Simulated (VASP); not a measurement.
# LiBPt (P-6m2) in VASP: single point with PBE

Aim: the single point of LiBPt with PBE.

Program: VASP 6.6.1. These are calculated values, not measurements. Logs are shortened: lines on timing, memory, paths and dates and some standing lists are left out, and cuts for length are marked.

### 1 The cell of the first run

The structure is hexagonal, space group P-6m2 (No. 187). The conventional cell has a = 3.472 Å, b = 3.472 Å, c = 3.560 Å, α = 90.00°, β = 90.00°, γ = 120.00°. Li (site symmetry -6m2) has 6 B at 2.68 Å and 6 Pt at 2.68 Å and 8 Li at 3.47 to 3.56 Å within 3.6 Å. Within 2.7 Å of B (site symmetry -6m2) lie 3 Pt at 2.00 Å and 6 Li at 2.68 Å. Pt (site symmetry -6m2) has 3 B at 2.00 Å and 6 Li at 2.68 Å within 2.7 Å.

The cell was generated, and may not be a known phase.

### 2 Single point, PBE

Input file INCAR:

```
SYSTEM = LiBPt
ALGO     = Normal         ! electronic algorithm
EDIFF    = 1E-6           ! SCF threshold, eV
ENCUT    = 880            ! plane-wave cutoff, eV
GGA      = PE             ! functional
GGA_COMPAT= .FALSE.      
ISIF     = 2              ! what is computed and relaxed
ISMEAR   = 0              ! smearing method
LASPH    = .TRUE.         ! aspherical terms in the spheres
LCHARG   = .FALSE.        ! write CHGCAR
LREAL    = .FALSE.        ! projectors in reciprocal space
LWAVE    = .FALSE.        ! write WAVECAR
NBANDS   = 19             ! bands
NELM     = 120            ! most SCF steps
PREC     = Accurate       ! precision mode
SIGMA    = 0.1            ! smearing width, eV
```

Input file KPOINTS:

```
k-points
0
G
  6 6 6
  0 0 0
```

Input file POSCAR:

```
LiBPt
1.0
    3.4724778900      0.0000000000      0.0000000000
   -1.7362389400      3.0072540700      0.0000000000
    0.0000000000      0.0000000000      3.5599752500
Li B Pt
1 1 1
Direct
    0.0000000000      0.0000000000      0.0000000000
    0.3333333300      0.6666666700      0.5000000000
    0.6666666700      0.3333333300      0.5000000000
```

Potentials or basis: VASP PAW PBE potentials, release 64 (Li_sv, B, Pt_sv_GW).

The run is started by

```
$ cat potpaw_PBE.64/Li_sv/POTCAR potpaw_PBE.64/B/POTCAR potpaw_PBE.64/Pt_sv_GW/POTCAR > POTCAR
$ mpirun -np 1 vasp_std > vasp.out
```

OUTCAR:

```text
SYSTEM = LiBPt
   EDIFF = 1E-6
   ENCUT = 880
   GGA = PE
   ISIF = 2
   ISMEAR = 0
   LASPH = .TRUE.
   LREAL = .FALSE.
   NELM = 120
   PREC = Accurate

 ion  position               nearest neighbor table
   1  0.000  0.000  0.000-   3 2.68   3 2.68   3 2.68   3 2.68   3 2.68   3 2.68
   2  0.333  0.667  0.500-   3 2.00   3 2.00   3 2.00
   3  0.667  0.333  0.500-   2 2.00   2 2.00   2 2.00   1 2.68   1 2.68   1 2.68   1 2.68   1 2.68
                             1 2.68

  LATTYP: Found a hexagonal cell.
 ALAT       =     3.4724778900
 C/A-ratio  =     1.0251973843

  Lattice vectors:

 A1 = (   3.4724778900,   0.0000000000,   0.0000000000)
 A2 = (  -1.7362389400,   3.0072540700,   0.0000000000)
 A3 = (   0.0000000000,   0.0000000000,   3.5599752500)

Analysis of symmetry for initial positions (statically):
=====================================================================
 Subroutine PRICEL returns:
 Original cell was already a primitive cell.

 Routine SETGRP: Setting up the symmetry group for a
 hexagonal supercell.

 Subroutine GETGRP returns: Found 12 space group operations
 (whereof 12 operations were pure point group operations)
 out of a pool of 24 trial point group operations.

The static configuration has the point symmetry D_3h.

Analysis of symmetry for dynamics (positions and initial velocities):
=====================================================================
 Subroutine PRICEL returns:
 Original cell was already a primitive cell.

 Routine SETGRP: Setting up the symmetry group for a
 hexagonal supercell.

 Subroutine GETGRP returns: Found 12 space group operations
 (whereof 12 operations were pure point group operations)
 out of a pool of 24 trial point group operations.

The dynamic configuration has the point symmetry D_3h.

 Subroutine INISYM returns: Found 12 space group operations
 (whereof 12 operations are pure point group operations),
 and found     1 'primitive' translations

----------------------------------------------------------------------------------------

                                     Primitive cell

  volume of cell :      37.1755

  direct lattice vectors                    reciprocal lattice vectors
     3.472477890  0.000000000  0.000000000     0.287978795  0.166264634  0.000000000
    -1.736238940  3.007254070  0.000000000     0.000000000  0.332529270  0.000000000
     0.000000000  0.000000000  3.559975250     0.000000000  0.000000000  0.280900829

  length of vectors
     3.472477890  3.472477890  3.559975250     0.332529270  0.332529270  0.280900829

  position of ions in fractional coordinates (direct lattice)
     0.000000000  0.000000000  0.000000000
     0.333333330  0.666666670  0.500000000
     0.666666670  0.333333330  0.500000000

  ion indices of the primitive-cell ions
   primitive index   ion index
                 1           1
                 2           2
                 3           3

----------------------------------------------------------------------------------------

 KPOINTS: k-points

Automatic generation of k-mesh.
 Grid dimensions read from file:
 generate k-points for:    6    6    6

 Generating k-lattice:

  Cartesian coordinates                     Fractional coordinates (reciprocal lattice)
     0.047996466  0.027710772  0.000000000     0.166666667 -0.000000000  0.000000000
     0.000000000  0.055421545  0.000000000     0.000000000  0.166666667  0.000000000
     0.000000000  0.000000000  0.046816805     0.000000000  0.000000000  0.166666667

  Length of vectors
     0.055421545  0.055421545  0.046816805

  Shift w.r.t. Gamma in fractional coordinates (k-lattice)
     0.000000000  0.000000000  0.000000000

 Subroutine IBZKPT returns following result:
 ===========================================

 Found     28 irreducible k-points:

 Following reciprocal coordinates:
            Coordinates               Weight
  0.000000  0.000000  0.000000      1.000000
  0.166667  0.000000  0.000000      6.000000
  0.333333  0.000000  0.000000      6.000000
  0.500000  0.000000  0.000000      3.000000
  0.166667  0.166667  0.000000      6.000000
  0.333333  0.166667  0.000000     12.000000
[... 16 lines left out ...]
  0.166667  0.000000  0.500000      6.000000
  0.333333  0.000000  0.500000      6.000000
 [... further k-points ...]
   k-points           NKPTS =     28   k-points in BZ     NKDIM =     28   number of bands    NBANDS=     19
   number of dos      NEDOS =    301   number of ions     NIONS =      3
   total plane-waves  NPLWV =  46656
   dimension x,y,z NGX =    36 NGY =   36 NGZ =   36
   dimension x,y,z NGXF=    72 NGYF=   72 NGZF=   72
   ions per type =               1   1   1
   NGX,Y,Z   is equivalent  to a cutoff of  17.24, 17.24, 16.81 a.u.
   NGXF,Y,Z  is equivalent  to a cutoff of  34.47, 34.47, 33.62 a.u.
 SYSTEM =  LiBPt
   PREC   = accura    normal or accurate (medium, high low for compatibility)
   ISTART =      0    job   : 0-new  1-cont  2-samecut
   ICHARG =      2    charge: 1-file 2-atom 10-const
   ISPIN  =      1    spin polarized calculation?
   LNONCOLLINEAR =      F non collinear calculations
   LSORBIT =      F    spin-orbit coupling
   LASPH  =      T    aspherical Exc in radial PAW
   ENCUT  =  880.0 eV  64.68 Ry    8.04 a.u.   8.40  8.40  8.61*2*pi/ulx,y,z
   NELM   =    120;   NELMIN=  2; NELMDL= -5     # of ELM steps
   EDIFF  = 0.1E-05   stopping-criterion for ELM
   LREAL  =      F    real-space projection
   EDIFFG = 0.1E-04   stopping-criterion for IOM
   NSW    =      0    number of steps for IOM
   IBRION =     -1    ionic relax: 0-MD 1-quasi-New 2-CG
   NFREE  =      0    steps in history (QN), initial steepest desc. (CG)
   ISIF   =      2    stress and relaxation
   ISYM   =      2    0-nonsym 1-usesym 2-fastsym
   POTIM  = 0.5000    time-step for ionic-motion
   TEBEG  =    0.0;   TEEND  =   0.0 temperature during run
   PSTRESS=    0.0 pullay stress
   NELECT =      24.0000    total number of electrons
   NUPDOWN=      -1.0000    fix difference up-down
   EMIN   =  10.00;   EMAX   =-10.00  energy-range for DOS
   EFERMI =   0.00;   METHOD = LEGACY
   ISMEAR =     0;   SIGMA  =   0.10  broadening in eV -4-tet -1-fermi 0-gaus
   EFERMI_NEDOS =   21; number of points for ismear=-14 and -15
   IALGO  =     38    algorithm
   IMIX   =      4    mixing-type and parameters
     AMIX     =   0.40;   BMIX     =  1.00
     AMIX_MAG =   1.60;   BMIX_MAG =  1.00
  volume/ion in A,a.u.               =      12.39        83.62
  Fermi-wavevector in a.u.,A,eV,Ry     =   1.414902  2.673777 27.238154  2.001948
  Thomas-Fermi vector in A             =   2.536396
   LORBIT       =      0    0 simple, 1 ext, 2 COOP (PROOUT), +10 PAW based schemes
   GGA     = PE    functional components
   LHFCALC =     F    Hartree Fock is set to
   AEXX    =    0.0000 exact exchange contribution
   IVDW    =     0    specifies the selected vdW correction
   LEPSILON=     F    determine dielectric tensor
   LRPA    =     F    only Hartree local field effects (RPA)
 non-spin polarized calculation
 Gauss-broadening in eV      SIGMA  =   0.10
  energy-cutoff  :      880.00
  volume of cell :       37.18
 maximum number of plane-waves:      2243
 NGX is ok and might be reduce to    36
   NGX = 17   NGY = 17   NGZ = 17

 number of electron      24.0000002 magnetization

 Free energy of the ion-electron system (eV)
  ---------------------------------------------------
  ext. energy  EPLUGINS =         0.00000000
  ---------------------------------------------------
  free energy    TOTEN  =       -15.48238440 eV

  energy without entropy =      -15.47573140  energy(sigma->0) =      -15.47905790

 E-fermi :   6.3563     XC(G=0): -11.1796

 val. band max:        6.3472510052   @ k =   0.1667   0.0000   0.1667
 cond. band min:       6.4012686495   @ k =   0.3333   0.1667   0.0000
 fundamental gap:      0.0540176443
 Fermi energy:         6.3562595207

 k-point     1 :       0.0000    0.0000    0.0000
  band No.  band energies     occupation
      1     -93.2946      2.00000
      2     -47.6371      2.00000
      3     -47.6371      2.00000
      4     -47.0094      2.00000
      5     -39.2516      2.00000
      6      -4.5754      2.00000
[... 11 lines left out ...]
     18      15.5058      0.00000
     19      17.2568      0.00000

 k-point     2 :       0.1667    0.0000    0.0000
  band No.  band energies     occupation
      1     -93.2944      2.00000
      2     -47.6442      2.00000
      3     -47.6393      2.00000
      4     -47.0086      2.00000
      5     -39.2506      2.00000
      6      -4.1295      2.00000
[... 11 lines left out ...]
     18      16.4350      0.00000
     19      16.6542      0.00000

 k-point     3 :       0.3333    0.0000    0.0000
  band No.  band energies     occupation
      1     -93.2941      2.00000
      2     -47.6584      2.00000
      3     -47.6437      2.00000
      4     -47.0071      2.00000
      5     -39.2485      2.00000
      6      -3.1373      2.00000
[... 11 lines left out ...]
     18      16.6182      0.00000
     19      16.7846      0.00000

 k-point     4 :       0.5000    0.0000    0.0000
  band No.  band energies     occupation
      1     -93.2940      2.00000
      2     -47.6656      2.00000
      3     -47.6459      2.00000
      4     -47.0064      2.00000
      5     -39.2474      2.00000
      6      -2.6736      2.00000
[... 407 lines left out ...]
     18      15.7432      0.00000
     19      19.5572      0.00000

 k-point    23 :       0.1667    0.0000    0.5000
  band No.  band energies     occupation
      1     -93.2942      2.00000
      2     -47.6433      2.00000
      3     -47.6385      2.00000
      4     -47.0199      2.00000
      5     -39.2481      2.00000
      6      -3.6158      2.00000
[... 11 lines left out ...]
     18      15.8218      0.00000
     19      19.1465      0.00000

 k-point    24 :       0.3333    0.0000    0.5000
  band No.  band energies     occupation
      1     -93.2940      2.00000
      2     -47.6573      2.00000
      3     -47.6429      2.00000
      4     -47.0180      2.00000
      5     -39.2473      2.00000
      6      -2.5993      2.00000
[... 11 lines left out ...]
     18      15.9252      0.00000
     19      18.9922      0.00000

 [... further k-points ...]

------------------------ aborting loop because EDIFF is reached ----------------------------------------

  FORCE on cell =-STRESS in cart. coord.  units (eV):
  Direction    XX          YY          ZZ          XY          YZ          ZX
  --------------------------------------------------------------------------------------
  -------------------------------------------------------------------------------------
  Total        2.1753135      2.1753135      1.6531702      0.0000000      0.0000000      0.0000000
  in kB       93.7509887     93.7509889     71.2478158      0.0000002      0.0000000      0.0000000
  external PRESSURE =      86.2499311 kB  Pullay stress =       0.0000000 kB

 VOLUME and BASIS-vectors are now :
 -----------------------------------------------------------------------------
  energy-cutoff  :      880.00
  volume of cell :       37.18
      direct lattice vectors                 reciprocal lattice vectors
     3.472477890  0.000000000  0.000000000     0.287978795  0.166264634  0.000000000
    -1.736238940  3.007254070  0.000000000     0.000000000  0.332529270  0.000000000
     0.000000000  0.000000000  3.559975250     0.000000000  0.000000000  0.280900829

 POSITION                                       TOTAL-FORCE (eV/Angst)
 -----------------------------------------------------------------------------------
      0.00000      0.00000      0.00000        -0.000000      0.000000      0.000000
     -0.00000      2.00484      1.77999        -0.000000      0.000000      0.000000
      1.73624      1.00242      1.77999         0.000000      0.000000      0.000000
 -----------------------------------------------------------------------------------
    total drift:                               -0.000101      0.000058      0.000000

  FREE ENERGIE OF THE ION-ELECTRON SYSTEM (eV)
  ---------------------------------------------------
  free  energy   TOTEN  =       -15.4823844015 eV

  energy  without entropy=      -15.4757313957  energy(sigma->0) =      -15.47905790
```

Run time: 40 s. Hardware: 1 thread of AMD EPYC 7R43 (Zen 3), shared host; peak memory 0.21 GiB.

What came out:

```yaml
Free_energy: -15.4824 eV
Pressure: 8.6 GPa
Band_gap_on_the_k_mesh: zero (bands 12 and 13 overlap by 1.99 eV)
```

Stress tensor (GPa, compression positive):
```
9.38 0.00 0.00
0.00 9.38 0.00
0.00 0.00 7.12
```

Caveat: the cell stands under pressure; spin-orbit coupling is left out, which moves the levels of the heavy elements.

The gap in the log of VASP goes by the Fermi energy; the results here count the filled bands.